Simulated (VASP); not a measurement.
# SiO2 (Pmma) in VASP: electric field gradients with PBE

Aim: the electric field gradients of SiO2 with PBE.

Program: VASP 6.6.1. These are calculated values, not measurements. Logs are shortened: lines on timing, memory, paths and dates and some standing lists are left out, and cuts for length are marked.

### Step 1. The cell of the first run

It takes space group Pmma (No. 51, orthorhombic). Conventional cell: a = 9.778 Å, b = 7.545 Å, c = 9.441 Å, α = 90.00°, β = 90.00°, γ = 90.00°. Si (site symmetry 1) has 4 O at 1.61 to 1.62 Å within 2.1 Å. Si (site symmetry m) has 4 O at 1.59 to 1.61 Å within 2.1 Å. Within 2.1 Å of O (site symmetry 1) lie 2 Si at 1.61 Å. O (site symmetry m) has 2 Si at 1.62 Å within 2.1 Å. O (site symmetry m) has 2 Si at 1.61 Å within 2.1 Å. O (site symmetry 2) has 2 Si at 1.61 Å within 2.1 Å. O (site symmetry 2/m) has 2 Si at 1.59 Å within 2.1 Å. Within 2.1 Å of O (site symmetry mm2) lie 2 Si at 1.61 Å.

### Step 2. Electric field gradients, PBE

The input, INCAR:

```
SYSTEM = SiO2
ALGO     = Normal         ! electronic algorithm
EDIFF    = 1E-8           ! SCF threshold, eV
ENCUT    = 520            ! plane-wave cutoff, eV
GGA      = PE             ! functional
ISIF     = 2              ! what is computed and relaxed
ISMEAR   = -1             ! smearing method
LASPH    = .True.         ! aspherical terms in the spheres
LCHARG   = .False.        ! write CHGCAR
LEFG     = .True.       
LREAL    = Auto         
LWAVE    = .False.        ! write WAVECAR
NBANDS   = 120            ! bands
NELECT   = 191.0        
NELM     = 60             ! most SCF steps
PREC     = Accurate       ! precision mode
SIGMA    = 0.02           ! smearing width, eV
```

The input, KPOINTS:

```
k-points
0
Gamma
  2 3 3
  0 0 0
```

The input, POSCAR:

```
SiO2
1.0
    9.7779913200      0.0000000000      0.0000000000
    0.0000000000      7.5445924900      0.0000000000
    0.0000000000      0.0000000000      9.4405095200
Si O
12 24
Direct
    0.0907290900      0.2046846600      0.3664461900
    0.5907290900      0.7953153400      0.6335538100
    0.9092709100      0.2046846600      0.6335538100
    0.4092709100      0.7953153400      0.3664461900
    0.9092709100      0.7953153400      0.6335538100
    0.4092709100      0.2046846600      0.3664461900
    0.0907290900      0.7953153400      0.3664461900
    0.5907290900      0.2046846600      0.6335538100
    0.0895386900      0.5000000000      0.1411081100
    0.5895386900      0.5000000000      0.8588918900
    0.9104613100      0.5000000000      0.8588918900
    0.4104613100      0.5000000000      0.1411081100
    0.0528509700      0.3245945900      0.2313554200
    0.5528509700      0.6754054100      0.7686445800
    0.9471490300      0.3245945900      0.7686445800
    0.4471490300      0.6754054100      0.2313554200
    0.9471490300      0.6754054100      0.7686445800
    0.4471490300      0.3245945900      0.2313554200
    0.0528509700      0.6754054100      0.2313554200
    0.5528509700      0.3245945900      0.7686445800
    0.2500000000      0.2300239200      0.4069727300
    0.7500000000      0.7699760800      0.5930272700
    0.7500000000      0.2300239200      0.5930272700
    0.2500000000      0.7699760800      0.4069727300
    0.0599047000      0.0000000000      0.3282268200
    0.5599047000      0.0000000000      0.6717731800
    0.9400953000      0.0000000000      0.6717731800
    0.4400953000      0.0000000000      0.3282268200
    0.0000000000      0.2655051600      0.5000000000
    0.5000000000      0.7344948400      0.5000000000
    0.0000000000      0.7344948400      0.5000000000
    0.5000000000      0.2655051600      0.5000000000
    0.0000000000      0.5000000000      0.0000000000
    0.5000000000      0.5000000000      0.0000000000
    0.2500000000      0.5000000000      0.1013384600
    0.7500000000      0.5000000000      0.8986615400
```

Potentials or basis: VASP PAW PBE potentials, release 64 (Si, O).

Run with:

```
$ cat potpaw_PBE.64/Si/POTCAR potpaw_PBE.64/O/POTCAR > POTCAR
$ mpirun -np 1 vasp_std > vasp.out
```

OUTCAR:

```text
SYSTEM = SiO2
   EDIFF = 1E-8
   ENCUT = 520
   GGA = PE
   ISIF = 2
   ISMEAR = -1
   LASPH = .True.
   LREAL = Auto
   NELECT = 191.0
   NELM = 60
   PREC = Accurate

 ion  position               nearest neighbor table
   1  0.091  0.205  0.366-  13 1.61  29 1.61  25 1.61  21 1.62   9 3.08   3 3.08   7 3.09   6 3.11

   2  0.591  0.795  0.634-  14 1.61  30 1.61  26 1.61  22 1.62  10 3.08   4 3.08   8 3.09   5 3.11

   3  0.909  0.205  0.634-  15 1.61  29 1.61  27 1.61  23 1.62  11 3.08   1 3.08   5 3.09   8 3.11
[... 37 lines left out ...]
  35  0.250  0.500  0.101-   9 1.61  12 1.61
  36  0.750  0.500  0.899-  10 1.61  11 1.61

  LATTYP: Found a simple orthorhombic cell.
 ALAT       =     7.5445924900
 B/A-ratio  =     1.2512948224
 C/A-ratio  =     1.2960264365

  Lattice vectors:

 A1 = (   0.0000000000,   7.5445924900,   0.0000000000)
 A2 = (   0.0000000000,   0.0000000000,   9.4405095200)
 A3 = (   9.7779913200,   0.0000000000,   0.0000000000)

Analysis of symmetry for initial positions (statically):
=====================================================================
 Subroutine PRICEL returns:
 Original cell was already a primitive cell.

 Routine SETGRP: Setting up the symmetry group for a
 simple orthorhombic supercell.

 Subroutine GETGRP returns: Found  8 space group operations
 (whereof  4 operations were pure point group operations)
 out of a pool of  8 trial point group operations.

The static configuration has the point symmetry C_2h.
 The point group associated with its full space group is D_2h.

Analysis of symmetry for dynamics (positions and initial velocities):
=====================================================================
 Subroutine PRICEL returns:
 Original cell was already a primitive cell.

 Routine SETGRP: Setting up the symmetry group for a
 simple orthorhombic supercell.

 Subroutine GETGRP returns: Found  8 space group operations
 (whereof  4 operations were pure point group operations)
 out of a pool of  8 trial point group operations.

The dynamic configuration has the point symmetry C_2h.
 The point group associated with its full space group is D_2h.

 Subroutine INISYM returns: Found  8 space group operations
 (whereof  4 operations are pure point group operations),
 and found     1 'primitive' translations

----------------------------------------------------------------------------------------

                                     Primitive cell

  volume of cell :     696.4354

  direct lattice vectors                    reciprocal lattice vectors
     9.777991320  0.000000000  0.000000000     0.102270494  0.000000000  0.000000000
     0.000000000  7.544592490  0.000000000     0.000000000  0.132545264  0.000000000
     0.000000000  0.000000000  9.440509520     0.000000000  0.000000000  0.105926486

  length of vectors
     9.777991320  7.544592490  9.440509520     0.102270494  0.132545264  0.105926486

  position of ions in fractional coordinates (direct lattice)
     0.090729090  0.204684660  0.366446190
     0.590729090  0.795315340  0.633553810
     0.909270910  0.204684660  0.633553810
     0.409270910  0.795315340  0.366446190
     0.909270910  0.795315340  0.633553810
     0.409270910  0.204684660  0.366446190
[... 28 lines left out ...]
     0.250000000  0.500000000  0.101338460
     0.750000000  0.500000000  0.898661540

  ion indices of the primitive-cell ions
   primitive index   ion index
                 1           1
                 2           2
                 3           3
                 4           4
                 5           5
                 6           6
[... 28 lines left out ...]
                35          35
                36          36

[... 53 lines left out ...]
   NELM   =     60;   NELMIN=  2; NELMDL= -5     # of ELM steps
   EDIFF  = 0.1E-07   stopping-criterion for ELM
   LREAL  =      T    real-space projection
   EDIFFG = 0.1E-06   stopping-criterion for IOM
   NSW    =      0    number of steps for IOM
   IBRION =     -1    ionic relax: 0-MD 1-quasi-New 2-CG
   NFREE  =      0    steps in history (QN), initial steepest desc. (CG)
   ISIF   =      2    stress and relaxation
   ISYM   =      2    0-nonsym 1-usesym 2-fastsym
   POTIM  = 0.5000    time-step for ionic-motion
   TEBEG  =    0.0;   TEEND  =   0.0 temperature during run
   PSTRESS=    0.0 pullay stress
   NELECT =     191.0000    total number of electrons
   NUPDOWN=      -1.0000    fix difference up-down
   EMIN   =  10.00;   EMAX   =-10.00  energy-range for DOS
   EFERMI =   0.00;   METHOD = LEGACY
   ISMEAR =    -1;   SIGMA  =   0.02  broadening in eV -4-tet -1-fermi 0-gaus
   EFERMI_NEDOS =   21; number of points for ismear=-14 and -15
   IALGO  =     38    algorithm
   IMIX   =      4    mixing-type and parameters
     AMIX     =   0.40;   BMIX     =  1.00
     AMIX_MAG =   1.60;   BMIX_MAG =  1.00
  volume/ion in A,a.u.               =      19.35       130.55
  Fermi-wavevector in a.u.,A,eV,Ry     =   1.063634  2.009977 15.392515  1.131318
  Thomas-Fermi vector in A             =   2.199126
   LORBIT       =      0    0 simple, 1 ext, 2 COOP (PROOUT), +10 PAW based schemes
   GGA     = PE    functional components
   LHFCALC =     F    Hartree Fock is set to
   AEXX    =    0.0000 exact exchange contribution
   IVDW    =     0    specifies the selected vdW correction
   LEPSILON=     F    determine dielectric tensor
   LRPA    =     F    only Hartree local field effects (RPA)
 non-spin polarized calculation
  energy-cutoff  :      520.00
  volume of cell :      696.44
 maximum number of plane-waves:     18792
 NGX is ok and might be reduce to    80
   NGX = 37   NGY = 29   NGZ = 35

 number of electron     190.9999961 magnetization

 Free energy of the ion-electron system (eV)
  ---------------------------------------------------
  ext. energy  EPLUGINS =         0.00000000
  ---------------------------------------------------
  free energy    TOTEN  =      -282.22811572 eV

  energy without entropy =     -282.19217023  energy(sigma->0) =     -282.21014298

 E-fermi :  -2.2457     XC(G=0):  -6.7222

 val. band max:       -2.2593378134   @ k =   0.0000   0.0000   0.0000
 cond. band min:      -2.2413304117   @ k =   0.0000   0.0000   0.3333
 fundamental gap:      0.0180074016
 Fermi energy:        -2.2457425971

 k-point     1 :       0.0000    0.0000    0.0000
  band No.  band energies     occupation
      1     -21.6110      2.00000
      2     -21.2084      2.00000
      3     -21.1517      2.00000
      4     -20.9579      2.00000
      5     -20.9231      2.00000
      6     -20.6493      2.00000
[... 869 lines left out ...]
    106       7.0149      0.00000
    107       7.1808      0.00000
 [bands above 107 left out]

------------------------ aborting loop because EDIFF is reached ----------------------------------------

  FORCE on cell =-STRESS in cart. coord.  units (eV):
  Direction    XX          YY          ZZ          XY          YZ          ZX
  --------------------------------------------------------------------------------------
  -------------------------------------------------------------------------------------
  Total        9.2167299      9.8633089      9.6387241      0.0000000      0.0000000      0.0000000
  in kB       21.2034521     22.6909327     22.1742664      0.0000000      0.0000000      0.0000000
  external PRESSURE =      22.0228837 kB  Pullay stress =       0.0000000 kB

 VOLUME and BASIS-vectors are now :
 -----------------------------------------------------------------------------
  energy-cutoff  :      520.00
  volume of cell :      696.44
      direct lattice vectors                 reciprocal lattice vectors
     9.777991320  0.000000000  0.000000000     0.102270494  0.000000000  0.000000000
     0.000000000  7.544592490  0.000000000     0.000000000  0.132545264  0.000000000
     0.000000000  0.000000000  9.440509520     0.000000000  0.000000000  0.105926486

 POSITION                                       TOTAL-FORCE (eV/Angst)
 -----------------------------------------------------------------------------------
      0.88715      1.54426      3.45944        -0.042838     -0.175679     -0.083526
      5.77614      6.00033      5.98107        -0.042838      0.175679      0.083526
      8.89084      1.54426      5.98107         0.042838     -0.175679      0.083526
      4.00185      6.00033      3.45944         0.042838      0.175679     -0.083526
      8.89084      6.00033      5.98107         0.042838      0.175679      0.083526
      4.00185      1.54426      3.45944         0.042838     -0.175679     -0.083526
[... 28 lines left out ...]
      2.44450      3.77230      0.95669        -0.000000      0.000000     -0.201025
      7.33349      3.77230      8.48382        -0.000000      0.000000      0.201025
 -----------------------------------------------------------------------------------
    total drift:                                0.000000      0.000000      0.000000

  FREE ENERGIE OF THE ION-ELECTRON SYSTEM (eV)
  ---------------------------------------------------
  free  energy   TOTEN  =      -282.2281157226 eV

  energy  without entropy=     -282.1921702340  energy(sigma->0) =     -282.21014298

 Electric field gradients (V/A^2)
---------------------------------------------------------------------
 ion       V_xx      V_yy      V_zz      V_xy      V_xz      V_yz
---------------------------------------------------------------------
   1       2.890    -2.503    -0.387     1.408     7.119     7.535
   2       2.890    -2.503    -0.387    -1.408    -7.119     7.535
   3       2.890    -2.503    -0.387    -1.408     7.119    -7.535
   4       2.890    -2.503    -0.387     1.408    -7.119    -7.535
   5       2.890    -2.503    -0.387     1.408     7.119     7.535
   6       2.890    -2.503    -0.387    -1.408    -7.119     7.535
[... 28 lines left out ...]
  35      83.423   -39.913   -43.510     0.000     0.000     0.000
  36      83.423   -39.913   -43.510    -0.000     0.000     0.000
---------------------------------------------------------------------

 Electric field gradients after diagonalization (V/A^2)
 (convention: |V_zz| > |V_xx| > |V_yy|)
----------------------------------------------------------------------
 ion       V_xx      V_yy      V_zz     asymmetry (V_yy - V_xx)/ V_zz
----------------------------------------------------------------------
   1     -10.265    -1.014    11.279       0.820
   2     -10.265    -1.014    11.279       0.820
   3     -10.265    -1.014    11.279       0.820
   4     -10.265    -1.014    11.279       0.820
   5     -10.265    -1.014    11.279       0.820
   6     -10.265    -1.014    11.279       0.820
[... 28 lines left out ...]
  35     -43.510   -39.913    83.423       0.043
  36     -43.510   -39.913    83.423       0.043
----------------------------------------------------------------------

           NMR quadrupolar parameters

 Cq : quadrupolar parameter    Cq=e*Q*V_zz/h
 eta: asymmetry parameters     (V_yy - V_xx)/ V_zz
 Q  : nuclear electric quadrupole moment in mb (millibarn)
----------------------------------------------------------------------
 ion       Cq(MHz)       eta       Q (mb)
----------------------------------------------------------------------
   1       0.027       0.820       1.000
   2       0.027       0.820       1.000
   3       0.027       0.820       1.000
   4       0.027       0.820       1.000
   5       0.027       0.820       1.000
   6       0.027       0.820       1.000
[... 28 lines left out ...]
  35       0.202       0.043       1.000
  36       0.202       0.043       1.000
----------------------------------------------------------------------
```

It took 38 min on 1 thread of Oxide Virtual Turin-like, shared host; peak memory 0.82 GiB.

Results:

| Quantity | Value |
| --- | --- |
| Free energy | -282.2281 eV |
| Largest force | 0.349 eV/Å |
| Largest electric field gradient by atom | Si +11.3, -7.9 (each value once); O +82.9, +82.1, +85.6, +83.0, +97.3, +83.4 (each value once) V/Å² |

Forces on the atoms (eV/Å):
```
Si  -0.043 -0.176 -0.084
Si  -0.043  0.176  0.084
Si   0.043 -0.176  0.084
Si   0.043  0.176 -0.084
Si   0.043  0.176  0.084
Si   0.043 -0.176 -0.084
Si  -0.043  0.176 -0.084
Si  -0.043 -0.176  0.084
Si  -0.224  0.000 -0.163
Si  -0.224  0.000  0.163
Si   0.224  0.000  0.163
Si   0.224  0.000 -0.163
O   -0.164 -0.092 -0.102
O   -0.164  0.092  0.102
O    0.164 -0.092  0.102
O    0.164  0.092 -0.102
O    0.164  0.092  0.102
O    0.164 -0.092 -0.102
O   -0.164  0.092 -0.102
O   -0.164 -0.092  0.102
O    0.000  0.180  0.217
O    0.000 -0.180 -0.217
O    0.000  0.180 -0.217
O    0.000 -0.180  0.217
O   -0.155  0.000 -0.186
O   -0.155  0.000  0.186
O    0.155  0.000  0.186
O    0.155  0.000 -0.186
O    0.000  0.349  0.000
O    0.000 -0.349  0.000
O    0.000 -0.349  0.000
O    0.000  0.349  0.000
O    0.000  0.000  0.000
O    0.000  0.000  0.000
O    0.000  0.000 -0.201
O    0.000  0.000  0.201
```

Levels at points of the mesh, in eV from the Fermi level:
| k point | band 93 | band 94 | band 95 | band 96 | band 97 | band 98 | band 99 | band 100 |
| --- | --- | --- | --- | --- | --- | --- | --- | --- |
| (0.00, 0.00, 0.00) | -0.23 | -0.19 | -0.02 | -0.01 | 6.01 | 7.83 | 7.90 | 8.19 |
| (0.50, 0.00, 0.00) | -0.20 | -0.20 | -0.09 | -0.09 | 6.58 | 6.58 | 8.38 | 8.38 |

Electric field gradients, principal values (V/Å²):
| atom | least | middle | greatest (by size) |
| --- | --- | --- | --- |
| 1 Si | -1.014 | -10.265 | 11.279 |
| 2 Si | -1.014 | -10.265 | 11.279 |
| 3 Si | -1.014 | -10.265 | 11.279 |
| 4 Si | -1.014 | -10.265 | 11.279 |
| 5 Si | -1.014 | -10.265 | 11.279 |
| 6 Si | -1.014 | -10.265 | 11.279 |
| 7 Si | -1.014 | -10.265 | 11.279 |
| 8 Si | -1.014 | -10.265 | 11.279 |
| 9 Si | 2.044 | 5.863 | -7.907 |
| 10 Si | 2.044 | 5.863 | -7.907 |
| 11 Si | 2.044 | 5.863 | -7.907 |
| 12 Si | 2.044 | 5.863 | -7.907 |
| 13 O | -34.810 | -48.070 | 82.880 |
| 14 O | -34.810 | -48.070 | 82.880 |
| 15 O | -34.810 | -48.070 | 82.880 |
| 16 O | -34.810 | -48.070 | 82.880 |
| 17 O | -34.810 | -48.070 | 82.880 |
| 18 O | -34.810 | -48.070 | 82.880 |
| 19 O | -34.810 | -48.070 | 82.880 |
| 20 O | -34.810 | -48.070 | 82.880 |
| 21 O | -30.291 | -51.838 | 82.129 |
| 22 O | -30.291 | -51.838 | 82.129 |
| 23 O | -30.291 | -51.838 | 82.129 |
| 24 O | -30.291 | -51.838 | 82.129 |
| 25 O | -38.708 | -46.870 | 85.579 |
| 26 O | -38.708 | -46.870 | 85.579 |
| 27 O | -38.708 | -46.870 | 85.579 |
| 28 O | -38.708 | -46.870 | 85.579 |
| 29 O | -40.466 | -42.508 | 82.974 |
| 30 O | -40.466 | -42.508 | 82.974 |
| 31 O | -40.466 | -42.508 | 82.974 |
| 32 O | -40.466 | -42.508 | 82.974 |
| 33 O | -45.684 | -51.648 | 97.332 |
| 34 O | -45.684 | -51.648 | 97.332 |
| 35 O | -39.913 | -43.510 | 83.423 |
| 36 O | -39.913 | -43.510 | 83.423 |

Caveat: the cell carries a net charge on a neutralising background, which shifts energy and pressure; the cell is charged against a uniform background, so pressure and absolute levels hang on convention; without QUAD_EFG the Cq values of the log hold for a quadrupole moment of 1 mb, not for the nuclei; an odd number of electrons without spin polarisation forces a metal; a magnetic or distorted state may lie lower.
